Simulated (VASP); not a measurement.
A run of VASP 6.6.1 is set up as follows.

Contents of INCAR:

```
SYSTEM = BN
ALGO     = Normal         ! electronic algorithm
EDIFF    = 1E-6           ! SCF threshold, eV
ENCUT    = 600            ! plane-wave cutoff, eV
GGA      = PE             ! functional
GGA_COMPAT= .FALSE.      
ISIF     = 2              ! what is computed and relaxed
ISMEAR   = 0              ! smearing method
IVDW     = 12             ! dispersion correction
LASPH    = .TRUE.         ! aspherical terms in the spheres
LCHARG   = .FALSE.        ! write CHGCAR
LREAL    = .FALSE.        ! projectors in reciprocal space
LWAVE    = .FALSE.        ! write WAVECAR
NBANDS   = 11             ! bands
NELM     = 120            ! most SCF steps
PREC     = Accurate       ! precision mode
SIGMA    = 0.05           ! smearing width, eV
```

The input KPOINTS:

```
k-points
0
G
  12 12 12
  0 0 0
```

POSCAR

```
BN
1.0
    0.0000000000      3.7885042708      2.0599698839
    1.1470215940      0.0000000000      2.0599698839
    1.1470215940      3.7885042708      0.0000000000
B N
1 1
Direct
   -0.0019384525     -0.0019384525      1.0019384525
    0.6686384425      0.6686384425      0.3313615575
```

Potentials or basis: VASP PAW PBE potentials, release 64 (B, N).

Command:

```console
$ cat potpaw_PBE.64/B/POTCAR potpaw_PBE.64/N/POTCAR > POTCAR
$ mpirun -np 1 vasp_std > vasp.out
```

(1) Predict the pressure.

(2) What does it give for the dispersion energy per atom?

(3) What does it give for the largest force?

(4) Estimate the band gap on the k mesh.

## Answers

(1) 60.7 GPa.

(2) -0.132 eV.

(3) 0.006 eV/Å.

(4) 4.23 eV (least direct gap 5.05 eV).

Caveat: the cell differs from its parent crystal (strain +e along x and -e along y -0.1100, strain +e along z and -e/2 along x and y -0.0500); the stress differs along the axes, from -2 to 105 GPa.
